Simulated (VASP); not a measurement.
# Te (P3_121) in VASP: further runs, part 2 of 2

VASP 6.6.1. Earlier steps stand in the parts before.

## (4) Single point, PBE

Contents of INCAR:

```
SYSTEM = Te
ALGO     = Normal         ! electronic algorithm
EDIFF    = 1E-6           ! SCF threshold, eV
ENCUT    = 520            ! plane-wave cutoff, eV
GGA      = PE             ! functional
ISIF     = 2              ! what is computed and relaxed
ISMEAR   = -1             ! smearing method
LASPH    = .True.         ! aspherical terms in the spheres
LCHARG   = .False.        ! write CHGCAR
LREAL    = .False.        ! projectors in reciprocal space
LWAVE    = .False.        ! write WAVECAR
NBANDS   = 16             ! bands
NELM     = 80             ! most SCF steps
PREC     = Accurate       ! precision mode
SIGMA    = 0.05           ! smearing width, eV
```

Contents of KPOINTS:

```
k-points
0
Gamma
  5 5 4
  0 0 0
```

Contents of POSCAR:

```
Te
1.0
    4.5302708278      0.0000000000      0.0000000000
   -2.2651354139      3.9233296229      0.0000000000
    0.0000000000      0.0000000000      5.9374277250
Te
3
Direct
    0.2684005468      1.0000000000      0.3333333333
    0.0000000000      0.2684005468      0.6666666667
    0.7315994532      0.7315994532      0.0000000000
```

Potentials or basis: VASP PAW PBE potentials, release 64 (Te).

Command:

```sh
> cat potpaw_PBE.64/Te/POTCAR > POTCAR
> mpirun -np 1 vasp_std > vasp.out
```

OUTCAR:

```text
SYSTEM = Te
   EDIFF = 1E-6
   ENCUT = 520
   GGA = PE
   ISIF = 2
   ISMEAR = -1
   LASPH = .True.
   LREAL = .False.
   NELM = 80
   PREC = Accurate

 ion  position               nearest neighbor table
   1  0.268  0.000  0.333-   3 2.89   2 2.89   3 3.51   3 3.51   2 3.51   2 3.51
   2  0.000  0.268  0.667-   3 2.89   1 2.89   3 3.51   3 3.51   1 3.51   1 3.51
   3  0.732  0.732  0.000-   1 2.89   2 2.89   1 3.51   2 3.51   2 3.51   1 3.51

  LATTYP: Found a hexagonal cell.
 ALAT       =     4.5302708278
 C/A-ratio  =     1.3106120916

  Lattice vectors:

 A1 = (   4.5302708278,   0.0000000000,   0.0000000000)
 A2 = (  -2.2651354139,   3.9233296229,   0.0000000000)
 A3 = (   0.0000000000,   0.0000000000,   5.9374277250)

Analysis of symmetry for initial positions (statically):
=====================================================================
 Subroutine PRICEL returns:
 Original cell was already a primitive cell.

 Routine SETGRP: Setting up the symmetry group for a
 hexagonal supercell.

 Subroutine GETGRP returns: Found  6 space group operations
 (whereof  2 operations were pure point group operations)
 out of a pool of 24 trial point group operations.

The static configuration has the point symmetry C_2 .
 The point group associated with its full space group is D_3 .

Analysis of symmetry for dynamics (positions and initial velocities):
=====================================================================
 Subroutine PRICEL returns:
 Original cell was already a primitive cell.

 Routine SETGRP: Setting up the symmetry group for a
 hexagonal supercell.

 Subroutine GETGRP returns: Found  6 space group operations
 (whereof  2 operations were pure point group operations)
 out of a pool of 24 trial point group operations.

The dynamic configuration has the point symmetry C_2 .
 The point group associated with its full space group is D_3 .

 Subroutine INISYM returns: Found  6 space group operations
 (whereof  2 operations are pure point group operations),
[... 109 lines left out ...]
     AMIX     =   0.40;   BMIX     =  1.00
     AMIX_MAG =   1.60;   BMIX_MAG =  1.00
  volume/ion in A,a.u.               =      35.18       237.38
  Fermi-wavevector in a.u.,A,eV,Ry     =   0.907904  1.715690 11.215140  0.824290
  Thomas-Fermi vector in A             =   2.031767
   LORBIT       =      0    0 simple, 1 ext, 2 COOP (PROOUT), +10 PAW based schemes
   GGA     = PE    functional components
   LHFCALC =     F    Hartree Fock is set to
   AEXX    =    0.0000 exact exchange contribution
   IVDW    =     0    specifies the selected vdW correction
   LEPSILON=     F    determine dielectric tensor
   LRPA    =     F    only Hartree local field effects (RPA)
 non-spin polarized calculation
  energy-cutoff  :      520.00
  volume of cell :      105.53
 maximum number of plane-waves:      2902
 NGX is ok and might be reduce to    36
   NGX = 17   NGY = 17   NGZ = 23

 number of electron      17.9999999 magnetization

 Free energy of the ion-electron system (eV)
  ---------------------------------------------------
  ext. energy  EPLUGINS =         0.00000000
  ---------------------------------------------------
  free energy    TOTEN  =        -9.42667345 eV

  energy without entropy =       -9.42634441  energy(sigma->0) =       -9.42650893

 E-fermi :   5.7286     XC(G=0):  -8.9099

 val. band max:        5.4565728776   @ k =   0.4000   0.2000   0.5000
 cond. band min:       5.9596702940   @ k =   0.0000   0.0000   0.5000
 fundamental gap:      0.5030974165
 Fermi energy:         5.7286019095

 k-point     1 :       0.0000    0.0000    0.0000
  band No.  band energies     occupation
      1      -7.8625      2.00000
      2      -4.6927      2.00000
      3      -4.6927      2.00000
      4       2.5094      2.00000
      5       2.7783      2.00000
      6       2.7783      2.00000
[... 300 lines left out ...]
      3      -4.4475      2.00000
      4       0.2834      2.00000
      5       1.0665      2.00000
      6       1.1337      2.00000
[... 8 lines left out ...]
     15      12.9032      0.00000
     16      13.0564      0.00000

------------------------ aborting loop because EDIFF is reached ----------------------------------------

  FORCE on cell =-STRESS in cart. coord.  units (eV):
  Direction    XX          YY          ZZ          XY          YZ          ZX
  --------------------------------------------------------------------------------------
  -------------------------------------------------------------------------------------
  Total       -0.0236579     -0.0236579      0.0550788      0.0000000      0.0000000     -0.0000000
  in kB       -0.3591782     -0.3591782      0.8362154      0.0000000      0.0000000     -0.0000000
  external PRESSURE =       0.0392863 kB  Pullay stress =       0.0000000 kB

 VOLUME and BASIS-vectors are now :
 -----------------------------------------------------------------------------
  energy-cutoff  :      520.00
  volume of cell :      105.53
      direct lattice vectors                 reciprocal lattice vectors
     4.530270828  0.000000000  0.000000000     0.220737355  0.127442771  0.000000000
    -2.265135414  3.923329623  0.000000000     0.000000000  0.254885543  0.000000000
     0.000000000  0.000000000  5.937427725     0.000000000  0.000000000  0.168423103

 POSITION                                       TOTAL-FORCE (eV/Angst)
 -----------------------------------------------------------------------------------
      1.21593      0.00000      1.97914        -0.020647     -0.000000      0.000000
     -0.60796      1.05302      3.95829         0.010323     -0.017881      0.000000
      1.65717      2.87031      0.00000         0.010323      0.017881      0.000000
 -----------------------------------------------------------------------------------
    total drift:                                0.000000     -0.000000      0.000000

  FREE ENERGIE OF THE ION-ELECTRON SYSTEM (eV)
  ---------------------------------------------------
  free  energy   TOTEN  =        -9.4266734502 eV

  energy  without entropy=       -9.4263444138  energy(sigma->0) =       -9.42650893
```

OSZICAR:

```text
N       E                     dE             d eps       ncg     rms          rms(c)
DAV:   1     0.742666104768E+02    0.74267E+02   -0.64248E+03   544   0.890E+02
DAV:   2    -0.452923279537E+01   -0.78796E+02   -0.74619E+02   720   0.136E+02
DAV:   3    -0.935364857816E+01   -0.48244E+01   -0.48052E+01   680   0.374E+01
DAV:   4    -0.944400509909E+01   -0.90357E-01   -0.90336E-01   824   0.585E+00
DAV:   5    -0.944551420047E+01   -0.15091E-02   -0.15091E-02   712   0.655E-01    0.115E+01
DAV:   6    -0.942948204423E+01    0.16032E-01   -0.17491E-02   704   0.788E-01    0.730E+00
DAV:   7    -0.942727180381E+01    0.22102E-02   -0.38951E-02   640   0.118E+00    0.293E-01
DAV:   8    -0.942660648742E+01    0.66532E-03   -0.68985E-03   608   0.451E-01    0.150E-01
DAV:   9    -0.942663813615E+01   -0.31649E-04   -0.19850E-04   824   0.896E-02    0.108E-01
DAV:  10    -0.942667744349E+01   -0.39307E-04   -0.53938E-05   672   0.453E-02    0.200E-02
DAV:  11    -0.942667318177E+01    0.42617E-05   -0.13717E-05   648   0.224E-02    0.891E-03
DAV:  12    -0.942667345016E+01   -0.26839E-06   -0.15085E-06   592   0.726E-03
   1 F= -.94266735E+01 E0= -.94265089E+01  d E =-.329036E-03
```

stdout:

```text
POSCAR found type information on POSCAR Te
 POSCAR found :  1 types and       3 ions
 scaLAPACK will be used
 LDA part: xc-table for (Slater+PW92), standard interpolation
 POSCAR, INCAR and KPOINTS ok, starting setup
 FFT: planning ... GRIDC
 FFT: planning ... GRID_SOFT
 FFT: planning ... GRID
 WAVECAR not read
 entering main loop
```

Run time: 22 s. Hardware: 1 thread of Intel Xeon 6975P-C, shared host; peak memory 0.24 GiB.

Results:

```
Free energy            : -9.4267 eV
Pressure               : 0.0 GPa
Largest force          : 0.021 eV/Å
Band gap on the k mesh : 0.50 eV, indirect (least direct gap 0.77 eV)
```

Forces on the atoms (eV/Å):
```
Te  -0.021  0.000  0.000
Te   0.010 -0.018  0.000
Te   0.010  0.018  0.000
```

Stress tensor (GPa, compression positive):
```
-0.04  0.00  0.00
 0.00 -0.04  0.00
 0.00  0.00  0.08
```

Caveat: spin-orbit coupling is left out, which moves the levels of the heavy elements.

## (5) Single point, PBE

Contents of INCAR:

```
ALGO     = Normal         # electronic algorithm
EDIFF    = 1E-7           # SCF threshold, eV
ENCUT    = 520            # plane-wave cutoff, eV
GGA      = PE             # functional
ISIF     = 2              # what is computed and relaxed
ISMEAR   = -1             # smearing method
LASPH    = T              # aspherical terms in the spheres
LCHARG   = T              # write CHGCAR
LELF     = T              # ELF
LREAL    = F              # projectors in reciprocal space
LVHAR    = T            
LWAVE    = F              # write WAVECAR
NBANDS   = 16             # bands
NELM     = 60             # most SCF steps
PREC     = Accurate       # precision mode
SIGMA    = 0.05           # smearing width, eV
```

Contents of KPOINTS:

```
k-points
0
Gamma
  7 7 5
```

POSCAR is that of step 4.

Command:

```sh
> cat potpaw_PBE.64/Te/POTCAR > POTCAR
> mpirun -np 1 vasp_std > vasp.out
```

Run time: 43 s. Hardware: 1 thread of Intel Xeon 6975P-C, shared host; peak memory 0.25 GiB.

Results (log left out):

| Property | Result |
| --- | --- |
| Free energy | -9.4311 eV |
| Pressure | 0.0 GPa |
| Largest force | 0.004 eV/Å |
| Band gap on the k mesh | 0.60 eV, indirect (least direct gap 0.81 eV) |

Forces in eV/Å, atoms in the order of the input:
```
Te  -0.004  0.000  0.000
Te   0.002 -0.004  0.000
Te   0.002  0.004  0.000
```

Stress tensor (GPa, compression positive):
```
-0.06  0.00  0.00
 0.00 -0.06  0.00
 0.00  0.00  0.05
```

Levels at points of the mesh, in eV from the valence-band top:
```tsv
k point	band 5	band 6	band 7	band 8	band 9	band 10	band 11	band 12	band 13	band 14
(0.00, 0.00, 0.00)	-2.58	-2.58	-1.48	-1.48	-0.66	1.14	1.14	1.67	5.20	5.20
```

Caveat: spin-orbit coupling is left out, which moves the levels of the heavy elements. Expect the measured gap to be larger: semilocal functionals such as PBE lack the derivative discontinuity.

## (6) Single point, PBE

Contents of INCAR:

```
PREC = Accurate
ENCUT = 520
EDIFF = 1E-6
ISMEAR = -1
SIGMA = 0.05
LREAL = False
LASPH = True
NELM = 100
ALGO = Normal
ISIF = 2
LWAVE = False
LCHARG = True
GGA = PE
LELF = True
LVHAR = True
NBANDS = 16
```

Contents of KPOINTS:

```
regular mesh
0
Gamma
  8 8 5
```

POSCAR is that of step 5.

Potentials or basis: VASP PAW PBE potentials, release 64 (Te).

Command:

```sh
> cat potpaw_PBE.64/Te/POTCAR > POTCAR
> mpirun -np 1 vasp_std > vasp.out
```

Wall time 45 s (1 thread of Intel Xeon 6975P-C, shared host); peak memory 0.26 GiB.

It converged, with:

```yaml
Free_energy: -9.4321 eV
Pressure: 0.0 GPa
Band_gap_on_the_k_mesh: 0.62 eV, indirect (least direct gap 0.88 eV)
```

Forces in eV/Å, atoms in the order of the input:
```
Te  -0.002  0.000  0.000
Te   0.001 -0.002  0.000
Te   0.001  0.002  0.000
```

Stress tensor (GPa, compression positive):
```
-0.07  0.00  0.00
 0.00 -0.07  0.00
 0.00  0.00  0.07
```

Levels at points of the mesh, in eV from the valence-band top:
| k point | band 5 | band 6 | band 7 | band 8 | band 9 | band 10 | band 11 | band 12 | band 13 | band 14 |
| --- | --- | --- | --- | --- | --- | --- | --- | --- | --- | --- |
| (0.00, 0.00, 0.00) | -2.55 | -2.55 | -1.45 | -1.45 | -0.64 | 1.17 | 1.17 | 1.70 | 5.23 | 5.23 |
| (0.50, 0.00, 0.00) | -4.05 | -3.28 | -3.14 | -0.81 | -0.61 | 1.04 | 1.09 | 3.27 | 3.76 | 7.40 |

Caveat: spin-orbit coupling is left out, which moves the levels of the heavy elements.

## (7) Overview

```csv
k mesh,gap on the mesh (eV),pressure (GPa),largest force (eV/Å)
3 × 3 × 2,0.24,0.4,0.25
4 × 4 × 3,0.76,0.1,0.01
5 × 5 × 4,0.50,0.0,0.02
7 × 7 × 5,0.60,0.0,-
8 × 8 × 5,0.62,0.0,-
```

Alike in all rows: task single point; level PBE; potentials or basis VASP PAW PBE potentials, release 64 (Te); no spin polarisation; cell as given; cutoff (eV) 520; smearing fermi-dirac 0.05 eV.

Caveats: some runs use coarse meshes; spin-orbit coupling is left out, which moves the levels of the heavy elements.

Total energies depend on the potentials used, so only differences within one code and one set of settings carry meaning.
